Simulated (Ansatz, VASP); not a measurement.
## Co, level by level in two programs

```
Co
1.0
     2.48692    0.00000    0.00000
    -1.24346    2.15374    0.00000
     0.00000    0.00000    8.14180
Co
4
Direct
  0.66667 0.33333 0.75000
  0.00000 0.00000 0.50000
  0.33333 0.66667 0.25000
  0.00000 0.00000 0.00000
```

Single points on this cell with VASP 6.6.1 and Ansatz 0.2.0. Each row is one pair of runs. Alike in all rows: spin: collinear, typed start; k mesh: 12 × 12 × 4; smearing: fermi-dirac, width 0.05 eV; VASP's potentials, cutoff: VASP PAW PBE potentials, release 64 (Co), 520 eV.

```tsv
level	Ansatz's potentials, cutoff	gap on the k mesh at the Fermi level (eV), VASP	gap on the k mesh at the Fermi level (eV), Ansatz	pressure (GPa), VASP	pressure (GPa), Ansatz	net moment per atom (μB), VASP	net moment per atom (μB), Ansatz
SVWN5	Ansatz PAW, 420 eV	none	none	-20.7	-18.2	1.49	1.62
BLYP	Ansatz PAW, 420 eV	none	none	8.8	9.3	1.62	1.63
r2SCAN+D3(BJ)	Ansatz PAW, 500 eV	none	none	-7.5	-7.6	1.77	1.77
```

Pressure (GPa): the two programs differ by at most 2.51; net moment per atom (μB): the two programs differ by at most 0.126.

VASP's potentials hold 36 valence electrons a cell and Ansatz's 68, so a difference there can come from the potentials and not from the codes.

A gap of «none» marks a metal or a gap that the smearing closes.

In some rows the two programs ended in different magnetic states.

Noted on Ansatz's runs: the magnetic or orbital state may not be the lowest.
